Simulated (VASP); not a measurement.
# K (Im-3m) in VASP: notebook

Runs on K. Level: PBE. Tasks: electric field gradients.

Everything below comes from runs of VASP 6.6.1. Logs are shortened: lines on timing, memory, paths and dates and some standing lists are left out, and cuts for length are marked.

### 1 The cell of the first run

Symmetry: Im-3m, No. 229, cubic system. Conventional cell: a = 5.130 Å, b = 5.130 Å, c = 5.130 Å, α = 90.00°, β = 90.00°, γ = 90.00°. Within 5.8 Å of K (site symmetry m-3m) lie 14 K at 4.44 to 5.13 Å.

### 2 Electric field gradients, PBE (67.50 Å³/atom)

Input file INCAR:

```
SYSTEM = K
ALGO     = Normal         ! electronic algorithm
EDIFF    = 1E-8           ! SCF threshold, eV
ENCUT    = 520            ! plane-wave cutoff, eV
GGA      = PE             ! functional
ISIF     = 2              ! what is computed and relaxed
ISMEAR   = -1             ! smearing method
LASPH    = .True.         ! aspherical terms in the spheres
LCHARG   = .False.        ! write CHGCAR
LEFG     = .True.       
LREAL    = .False.        ! projectors in reciprocal space
LWAVE    = .False.        ! write WAVECAR
NBANDS   = 10             ! bands
NELM     = 100            ! most SCF steps
PREC     = Accurate       ! precision mode
SIGMA    = 0.08           ! smearing width, eV
```

Input file KPOINTS:

```
k-points
0
Gamma
  10 10 10
  0 0 0
```

Input file POSCAR:

```
K
1.0
   -2.5650110606      2.5650110606      2.5650110606
    2.5650110606     -2.5650110606      2.5650110606
    2.5650110606      2.5650110606     -2.5650110606
K
1
Direct
    0.0000000000      0.0000000000      0.0000000000
```

Potentials or basis: VASP PAW PBE potentials, release 64 (K_sv).

On the command line:

```bash
cat potpaw_PBE.64/K_sv/POTCAR > POTCAR
mpirun -np 1 vasp_std > vasp.out
```

OUTCAR:

```text
SYSTEM = K
   EDIFF = 1E-8
   ENCUT = 520
   GGA = PE
   ISIF = 2
   ISMEAR = -1
   LASPH = .True.
   LREAL = .False.
   NELM = 100
   PREC = Accurate

 ion  position               nearest neighbor table
   1  0.000  0.000  0.000-

  LATTYP: Found a body centered cubic cell.
 ALAT       =     5.1300221212

  Lattice vectors:

 A1 = (  -2.5650110606,   2.5650110606,   2.5650110606)
 A2 = (   2.5650110606,  -2.5650110606,   2.5650110606)
 A3 = (   2.5650110606,   2.5650110606,  -2.5650110606)

Analysis of symmetry for initial positions (statically):
=====================================================================
 Subroutine PRICEL returns:
 Original cell was already a primitive cell.

 Routine SETGRP: Setting up the symmetry group for a
 body centered cubic supercell.

 Subroutine GETGRP returns: Found 48 space group operations
 (whereof 48 operations were pure point group operations)
 out of a pool of 48 trial point group operations.

The static configuration has the point symmetry O_h .

Analysis of symmetry for dynamics (positions and initial velocities):
=====================================================================
 Subroutine PRICEL returns:
 Original cell was already a primitive cell.

 Routine SETGRP: Setting up the symmetry group for a
 body centered cubic supercell.

 Subroutine GETGRP returns: Found 48 space group operations
 (whereof 48 operations were pure point group operations)
 out of a pool of 48 trial point group operations.

The dynamic configuration has the point symmetry O_h .

 Subroutine INISYM returns: Found 48 space group operations
 (whereof 48 operations are pure point group operations),
 and found     1 'primitive' translations

----------------------------------------------------------------------------------------

                                     Primitive cell

  volume of cell :      67.5037

  direct lattice vectors                    reciprocal lattice vectors
    -2.565011061  2.565011061  2.565011061     0.000000000  0.194930933  0.194930933
     2.565011061 -2.565011061  2.565011061     0.194930933  0.000000000  0.194930933
     2.565011061  2.565011061 -2.565011061     0.194930933  0.194930933  0.000000000

  length of vectors
     4.442729479  4.442729479  4.442729479     0.275673970  0.275673970  0.275673970

  position of ions in fractional coordinates (direct lattice)
     0.000000000  0.000000000  0.000000000

  ion indices of the primitive-cell ions
   primitive index   ion index
                 1           1

----------------------------------------------------------------------------------------

 KPOINTS: k-points

Automatic generation of k-mesh.
 Grid dimensions read from file:
 generate k-points for:   10   10   10

 Generating k-lattice:

  Cartesian coordinates                     Fractional coordinates (reciprocal lattice)
     0.000000000  0.019493093  0.019493093     0.100000000  0.000000000  0.000000000
     0.019493093  0.000000000  0.019493093     0.000000000  0.100000000  0.000000000
     0.019493093  0.019493093  0.000000000     0.000000000  0.000000000  0.100000000

  Length of vectors
     0.027567397  0.027567397  0.027567397

  Shift w.r.t. Gamma in fractional coordinates (k-lattice)
     0.000000000  0.000000000  0.000000000

 Subroutine IBZKPT returns following result:
 ===========================================

 Found     47 irreducible k-points:

 Following reciprocal coordinates:
            Coordinates               Weight
  0.000000  0.000000  0.000000      1.000000
  0.100000  0.000000  0.000000     12.000000
  0.200000  0.000000  0.000000     12.000000
  0.300000  0.000000  0.000000     12.000000
  0.400000  0.000000  0.000000     12.000000
  0.500000  0.000000  0.000000      6.000000
[... 16 lines left out ...]
  0.300000  0.300000  0.100000      8.000000
 -0.300000  0.300000  0.100000     24.000000
 [... further k-points ...]
   k-points           NKPTS =     47   k-points in BZ     NKDIM =     47   number of bands    NBANDS=     10
   number of dos      NEDOS =    301   number of ions     NIONS =      1
   total plane-waves  NPLWV =  46656
   dimension x,y,z NGX =    36 NGY =   36 NGZ =   36
   dimension x,y,z NGXF=    72 NGYF=   72 NGZF=   72
   ions per type =               1
   NGX,Y,Z   is equivalent  to a cutoff of  13.47, 13.47, 13.47 a.u.
   NGXF,Y,Z  is equivalent  to a cutoff of  26.94, 26.94, 26.94 a.u.
 SYSTEM =  K
   PREC   = accura    normal or accurate (medium, high low for compatibility)
   ISTART =      0    job   : 0-new  1-cont  2-samecut
   ICHARG =      2    charge: 1-file 2-atom 10-const
   ISPIN  =      1    spin polarized calculation?
   LNONCOLLINEAR =      F non collinear calculations
   LSORBIT =      F    spin-orbit coupling
   LASPH  =      T    aspherical Exc in radial PAW
   ENCUT  =  520.0 eV  38.22 Ry    6.18 a.u.   8.26  8.26  8.26*2*pi/ulx,y,z
   NELM   =    100;   NELMIN=  2; NELMDL= -5     # of ELM steps
   EDIFF  = 0.1E-07   stopping-criterion for ELM
   LREAL  =      F    real-space projection
   EDIFFG = 0.1E-06   stopping-criterion for IOM
   NSW    =      0    number of steps for IOM
   IBRION =     -1    ionic relax: 0-MD 1-quasi-New 2-CG
   NFREE  =      0    steps in history (QN), initial steepest desc. (CG)
   ISIF   =      2    stress and relaxation
   ISYM   =      2    0-nonsym 1-usesym 2-fastsym
   POTIM  = 0.5000    time-step for ionic-motion
   TEBEG  =    0.0;   TEEND  =   0.0 temperature during run
   PSTRESS=    0.0 pullay stress
   NELECT =       9.0000    total number of electrons
   NUPDOWN=      -1.0000    fix difference up-down
   EMIN   =  10.00;   EMAX   =-10.00  energy-range for DOS
   EFERMI =   0.00;   METHOD = LEGACY
   ISMEAR =    -1;   SIGMA  =   0.08  broadening in eV -4-tet -1-fermi 0-gaus
   EFERMI_NEDOS =   21; number of points for ismear=-14 and -15
   IALGO  =     38    algorithm
   IMIX   =      4    mixing-type and parameters
     AMIX     =   0.40;   BMIX     =  1.00
     AMIX_MAG =   1.60;   BMIX_MAG =  1.00
  volume/ion in A,a.u.               =      67.50       455.54
  Fermi-wavevector in a.u.,A,eV,Ry     =   0.836334  1.580442  9.516657  0.699455
  Thomas-Fermi vector in A             =   1.950041
   LORBIT       =      0    0 simple, 1 ext, 2 COOP (PROOUT), +10 PAW based schemes
   GGA     = PE    functional components
   LHFCALC =     F    Hartree Fock is set to
   AEXX    =    0.0000 exact exchange contribution
   IVDW    =     0    specifies the selected vdW correction
   LEPSILON=     F    determine dielectric tensor
   LRPA    =     F    only Hartree local field effects (RPA)
 non-spin polarized calculation
  energy-cutoff  :      520.00
  volume of cell :       67.50
 maximum number of plane-waves:      1865
 NGX is ok and might be reduce to    36
   NGX = 17   NGY = 17   NGZ = 17

 number of electron       8.9999999 magnetization

 Free energy of the ion-electron system (eV)
  ---------------------------------------------------
  ext. energy  EPLUGINS =         0.00000000
  ---------------------------------------------------
  free energy    TOTEN  =        -1.04683215 eV

  energy without entropy =       -1.02903700  energy(sigma->0) =       -1.03793458

 E-fermi :   0.0777     XC(G=0):  -5.8623

 val. band max:        0.0700542614   @ k =   0.3000   0.2000   0.0000
 cond. band min:       0.1660069361   @ k =  -0.4000   0.4000   0.2000
 fundamental gap:      0.0959526746
 Fermi energy:         0.0776659517

 k-point     1 :       0.0000    0.0000    0.0000
  band No.  band energies     occupation
      1     -32.0070      2.00000
      2     -15.4494      2.00000
      3     -15.4494      2.00000
      4     -15.4494      2.00000
      5      -2.2028      2.00000
      6       4.4543      0.00000
      7       4.4543      0.00000
      8       4.4543      0.00000
      9       5.4182      0.00000
     10       5.4182      0.00000

 k-point     2 :       0.1000    0.0000    0.0000
  band No.  band energies     occupation
      1     -32.0064      2.00000
      2     -15.4583      2.00000
      3     -15.4523      2.00000
      4     -15.4494      2.00000
      5      -2.0695      2.00000
      6       4.2536      0.00000
      7       4.2884      0.00000
      8       4.5646      0.00000
      9       5.2145      0.00000
     10       5.3879      0.00000
[... 274 lines left out ...]
 k-point    24 :      -0.3000    0.3000    0.1000
  band No.  band energies     occupation
      1     -32.0025      2.00000
      2     -15.5084      2.00000
      3     -15.4725      2.00000
      4     -15.4562      2.00000
      5      -0.9410      1.99999
      6       2.6486      0.00000
      7       3.6102      0.00000
      8       4.5594      0.00000
      9       5.4127      0.00000
     10       5.8296      0.00000

 [... further k-points ...]

------------------------ aborting loop because EDIFF is reached ----------------------------------------

  FORCE on cell =-STRESS in cart. coord.  units (eV):
  Direction    XX          YY          ZZ          XY          YZ          ZX
  --------------------------------------------------------------------------------------
  -------------------------------------------------------------------------------------
  Total        0.1570911      0.1570911      0.1570911      0.0000000     -0.0000000      0.0000000
  in kB        3.7285020      3.7285020      3.7285020      0.0000000     -0.0000000      0.0000000
  external PRESSURE =       3.7285020 kB  Pullay stress =       0.0000000 kB

 VOLUME and BASIS-vectors are now :
 -----------------------------------------------------------------------------
  energy-cutoff  :      520.00
  volume of cell :       67.50
      direct lattice vectors                 reciprocal lattice vectors
    -2.565011061  2.565011061  2.565011061     0.000000000  0.194930933  0.194930933
     2.565011061 -2.565011061  2.565011061     0.194930933  0.000000000  0.194930933
     2.565011061  2.565011061 -2.565011061     0.194930933  0.194930933  0.000000000

 POSITION                                       TOTAL-FORCE (eV/Angst)
 -----------------------------------------------------------------------------------
      0.00000      0.00000      0.00000         0.000000      0.000000     -0.000000
 -----------------------------------------------------------------------------------
    total drift:                               -0.000000      0.000000      0.000000

  FREE ENERGIE OF THE ION-ELECTRON SYSTEM (eV)
  ---------------------------------------------------
  free  energy   TOTEN  =        -1.0468321541 eV

  energy  without entropy=       -1.0290369991  energy(sigma->0) =       -1.03793458

 Electric field gradients (V/A^2)
---------------------------------------------------------------------
 ion       V_xx      V_yy      V_zz      V_xy      V_xz      V_yz
---------------------------------------------------------------------
   1      -0.000     0.000    -0.000     0.000     0.000     0.000
---------------------------------------------------------------------

 Electric field gradients after diagonalization (V/A^2)
 (convention: |V_zz| > |V_xx| > |V_yy|)
----------------------------------------------------------------------
 ion       V_xx      V_yy      V_zz     asymmetry (V_yy - V_xx)/ V_zz
----------------------------------------------------------------------
   1      -0.000    -0.000     0.000       0.000
----------------------------------------------------------------------

           NMR quadrupolar parameters

 Cq : quadrupolar parameter    Cq=e*Q*V_zz/h
 eta: asymmetry parameters     (V_yy - V_xx)/ V_zz
 Q  : nuclear electric quadrupole moment in mb (millibarn)
----------------------------------------------------------------------
 ion       Cq(MHz)       eta       Q (mb)
----------------------------------------------------------------------
   1       0.000       0.000       1.000
----------------------------------------------------------------------
```

Wall time 25 s (1 thread of Intel Xeon Platinum 8488C (Sapphire Rapids), shared host); peak memory 0.21 GiB.

What came out:

- Free energy: -1.0468 eV
- Pressure: 0.4 GPa
- Band gap on the k mesh: zero (an odd number of electrons rules out a gap without spin polarisation)
- Largest electric field gradient by atom: under 0.05 V/Å² on every atom

Levels at points of the mesh, in eV from the Fermi level:
```tsv
k point	band 2	band 3	band 4	band 5	band 6	band 7	band 8	band 9
(0.00, 0.00, 0.00)	-15.53	-15.53	-15.53	-2.28	4.38	4.38	4.38	5.34
(0.50, 0.00, 0.00)	-15.62	-15.56	-15.53	0.44	0.74	3.19	5.05	5.89
(0.50, 0.50, 0.50)	-15.59	-15.59	-15.59	1.62	1.62	3.72	3.72	3.72
```

(Part 1 of 2 ends here.)

The gap in the log of VASP goes by the Fermi energy; the results here count the filled bands.